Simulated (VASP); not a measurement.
# CoO (R-3m) in VASP: further runs, part 2 of 2

VASP 6.6.1.

**5. Single point, PBE, collinear spin, ferromagnetic start**

File INCAR:

```
SYSTEM = CoO
PREC = Accurate
ENCUT = 520
EDIFF = 1E-6
ISMEAR = 0
SIGMA = 0.15
LREAL = .False.
LASPH = .True.
NELM = 150
ALGO = Normal
ISIF = 2
LWAVE = .False.
LCHARG = .True.
ISPIN = 2
MAGMOM = 2.7 0.34
LORBIT = 11
LMAXMIX = 4
GGA = PE
LELF = .True.
LVHAR = .True.
NBANDS = 18
```

File KPOINTS:

```
Automatic mesh
0
Gamma
  12 12 12
  0 0 0
```

File POSCAR:

```
CoO
1.0
    1.5453433643      0.8922044074      2.2984937146
   -1.5453433643      0.8922044074      2.2984937146
    0.0000000000     -1.7844088148      2.2984937146
Co O
1 1
Direct
    0.0000000000      0.0000000000      0.0000000000
    0.5000000000      0.5000000000      0.5000000000
```

Potentials or basis: VASP PAW PBE potentials, release 64 (Co, O).

Launch:

```bash
> cat potpaw_PBE.64/Co/POTCAR potpaw_PBE.64/O/POTCAR > POTCAR
> mpirun -np 1 vasp_std > vasp.out
```

OUTCAR:

```text
SYSTEM = CoO
   PREC = Accurate
   ENCUT = 520
   EDIFF = 1E-6
   ISMEAR = 0
   LREAL = .False.
   LASPH = .True.
   NELM = 150
   ISIF = 2
   ISPIN = 2
   LORBIT = 11
   GGA = PE

 ion  position               nearest neighbor table
   1  0.000  0.000  0.000-   2 2.12   2 2.12   2 2.12   2 2.12   2 2.12   2 2.12
   2  0.500  0.500  0.500-   1 2.12   1 2.12   1 2.12   1 2.12   1 2.12   1 2.12

  LATTYP: Found a trigonal (rhomboedric) cell.
 ALAT       =     2.9098433247
 COS(alpha) =     0.4359199147

  Lattice vectors:

 A1 = (   1.5453433643,   0.8922044074,   2.2984937146)
 A2 = (  -1.5453433643,   0.8922044074,   2.2984937146)
 A3 = (   0.0000000000,  -1.7844088148,   2.2984937146)

Analysis of symmetry for initial positions (statically):
=====================================================================
 Subroutine PRICEL returns:
 Original cell was already a primitive cell.

 Routine SETGRP: Setting up the symmetry group for a
 trigonal (rhombohedral) supercell.

 Subroutine GETGRP returns: Found 12 space group operations
 (whereof 12 operations were pure point group operations)
 out of a pool of 12 trial point group operations.

[... 696 lines left out ...]
      1     -11.7191      1.00000
      2       5.3001      1.00000
      3       5.3001      1.00000
      4       5.8934      1.00000
      5       6.8128      1.00000
      6       6.8128      1.00000
[... 493 lines left out ...]
     17      35.7374      0.00000
     18      36.9453      0.00000

 [... further k-points ...]
[... 5 lines left out ...]
  --------------------------------------------------------------------------------------
  -------------------------------------------------------------------------------------
  Total       -0.0979822     -0.0979822     -0.0191677      0.0000000      0.0000000     -0.0000000
  in kB       -8.2560755     -8.2560755     -1.6150918      0.0000000      0.0000000     -0.0000000
  external PRESSURE =      -6.0424143 kB  Pullay stress =       0.0000000 kB

 VOLUME and BASIS-vectors are now :
 -----------------------------------------------------------------------------
  energy-cutoff  :      520.00
  volume of cell :       19.01
      direct lattice vectors                 reciprocal lattice vectors
     1.545343364  0.892204407  2.298493715     0.323552688  0.186803232  0.145022512
    -1.545343364  0.892204407  2.298493715    -0.323552688  0.186803232  0.145022512
     0.000000000 -1.784408815  2.298493715     0.000000000 -0.373606463  0.145022512

 POSITION                                       TOTAL-FORCE (eV/Angst)
 -----------------------------------------------------------------------------------
      0.00000      0.00000      0.00000         0.000000     -0.000000      0.000000
      0.00000      0.00000      3.44774        -0.000000      0.000000     -0.000000
 -----------------------------------------------------------------------------------
    total drift:                               -0.000000      0.000000     -0.000000

  FREE ENERGIE OF THE ION-ELECTRON SYSTEM (eV)
  ---------------------------------------------------
  free  energy   TOTEN  =       -13.0745432818 eV

  energy  without entropy=      -13.0357203100  energy(sigma->0) =      -13.05513180

 total charge

# of ion       s       p       d       tot
------------------------------------------
    1        0.299   0.365   7.156   7.820
    2        1.557   3.425   0.000   4.982
--------------------------------------------------
tot          1.856   3.790   7.156  12.801

 magnetization (x)

# of ion       s       p       d       tot
------------------------------------------
    1        0.020   0.018   2.464   2.502
    2        0.029   0.252   0.000   0.281
--------------------------------------------------
tot          0.048   0.270   2.464   2.782
```

OSZICAR:

```text
N       E                     dE             d eps       ncg     rms          rms(c)
DAV:   1     0.778806484658E+02    0.77881E+02   -0.67935E+03 14160   0.968E+02
DAV:   2    -0.107851638799E+02   -0.88666E+02   -0.76016E+02 14360   0.223E+02
DAV:   3    -0.156508707495E+02   -0.48657E+01   -0.47577E+01 15888   0.556E+01
DAV:   4    -0.157006114203E+02   -0.49741E-01   -0.49706E-01 16002   0.533E+00
DAV:   5    -0.157017282627E+02   -0.11168E-02   -0.11167E-02 16580   0.791E-01    0.154E+01
DAV:   6    -0.144565846016E+02    0.12451E+01   -0.15989E+01 17342   0.610E+01    0.200E+01
DAV:   7    -0.131801151431E+02    0.12765E+01   -0.73431E+00 16966   0.483E+01    0.799E+00
DAV:   8    -0.131006706319E+02    0.79445E-01   -0.38084E-01 19114   0.852E+00    0.450E+00
DAV:   9    -0.130793716586E+02    0.21299E-01   -0.26976E-01 19200   0.911E+00    0.257E+00
DAV:  10    -0.130805407867E+02   -0.11691E-02   -0.40036E-02 19306   0.309E+00    0.131E+00
DAV:  11    -0.130745283179E+02    0.60125E-02   -0.42101E-02 18930   0.351E+00    0.344E-01
DAV:  12    -0.130745434552E+02   -0.15137E-04   -0.40436E-03 17802   0.719E-01    0.922E-02
DAV:  13    -0.130745668460E+02   -0.23391E-04   -0.27780E-04 16942   0.184E-01    0.768E-02
DAV:  14    -0.130745436166E+02    0.23229E-04   -0.15725E-05 19442   0.443E-02    0.294E-02
DAV:  15    -0.130745428195E+02    0.79715E-06   -0.31345E-05 17682   0.897E-02    0.853E-03
DAV:  16    -0.130745432818E+02   -0.46229E-06   -0.31932E-06 14806   0.153E-02
   1 F= -.13074543E+02 E0= -.13055132E+02  d E =-.388230E-01  mag=     2.8309
```

Run time: 2.7 min. Hardware: 1 thread of Intel Xeon Platinum 8259CL at 2.50GHz (Skylake/Cascade Lake), shared host; peak memory 0.22 GiB.

Results:

| Item | Value |
| --- | --- |
| Free energy | -13.0745 eV |
| Pressure | -0.6 GPa |
| Net moment | 2.83 μB per cell |
| Site moments | Co +2.50; O +0.28 μB |
| Valence electrons inside the program's atomic spheres | Co 7.82; O 4.98 |

Caveat: a cell with one magnetic atom can't hold antiferromagnetic order, which such compounds often take; semilocal functionals often make such compounds metallic where correlation or magnetic order opens a gap, which also shifts bond lengths. With open d or f shells a metallic result of PBE can be an artefact of self-interaction; +U or a hybrid may open a gap.

**6. Overview**

| cell | k mesh | smearing | gap on the mesh (eV) | pressure (GPa) | moment (μB) |
| --- | --- | --- | --- | --- | --- |
| a = 2.910 Å, angles 64.2°, 2 atoms | 18 × 18 × 18 | gaussian 0.1 eV | none | -0.6 | 2.85 |
| a = 2.826 Å, angles 65.5°, 2 atoms | 18 × 18 × 18 | gaussian 0.1 eV | none | 9.8 | 2.62 |
| a = 2.868 Å, angles 64.9°, 2 atoms | 18 × 18 × 18 | gaussian 0.1 eV | none | 4.3 | 2.75 |
| a = 2.910 Å, angles 64.2°, 2 atoms | 12 × 12 × 12 | gaussian 0.15 eV | none | -0.6 | 2.83 |

Alike in all rows: task single point; level PBE; potentials or basis VASP PAW PBE potentials, release 64 (Co, O); spin collinear, ferromagnetic start; cutoff (eV) 520.

Caveats: a cell with one magnetic atom can't hold antiferromagnetic order, which such compounds often take; semilocal functionals often make such compounds metallic where correlation or magnetic order opens a gap, which also shifts bond lengths.

Absolute energies hang on the potentials; compare differences alone.
